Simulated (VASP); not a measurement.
A run of VASP 6.6.1 is set up as follows.

The input INCAR:

```
SYSTEM = BeS
PREC = Accurate ; ENCUT = 520
EDIFF = 1E-7 ; ISMEAR = 0
SIGMA = 0.05 ; LREAL = .False.
LASPH = .True. ; NELM = 100
ALGO = Normal ; ISIF = 2
LWAVE = .False. ; LCHARG = .True.
GGA = PS ; LELF = .True.
LVHAR = .True. ; NBANDS = 11
```

Contents of KPOINTS:

```
Automatic mesh
0
Gamma
  10 10 10
  0 0 0
```

POSCAR

```
BeS
1.0
    0.0000000000      2.3141112394      2.3515000909
    2.3515000909      0.0000000000      2.3515000909
    2.3515000909      2.3141112394      0.0000000000
Be S
1 1
Direct
    0.0000000000      0.0000000000      0.0000000000
    0.7500000000      0.7500000000      0.7500000000
```

Potentials or basis: VASP PAW PBE potentials, release 64 (Be, S).

Command:

```sh
$ cat potpaw_PBE.64/Be/POTCAR potpaw_PBE.64/S/POTCAR > POTCAR
$ mpirun -np 1 vasp_std > vasp.out
```

**Question.** Estimate the pressure.

**Answer.** 12.0 GPa.

**Question.** Estimate the band gap on the k mesh.

**Answer.** 2.50 eV, indirect (least direct gap 5.46 eV).

Stress tensor (GPa, compression positive):
```
11.52  0.00  0.00
 0.00 13.06  0.00
 0.00  0.00 11.52
```

Caveat: the PAW data sets were made with another functional, which shifts forces and pressure a little. A k mesh can miss the band edges.
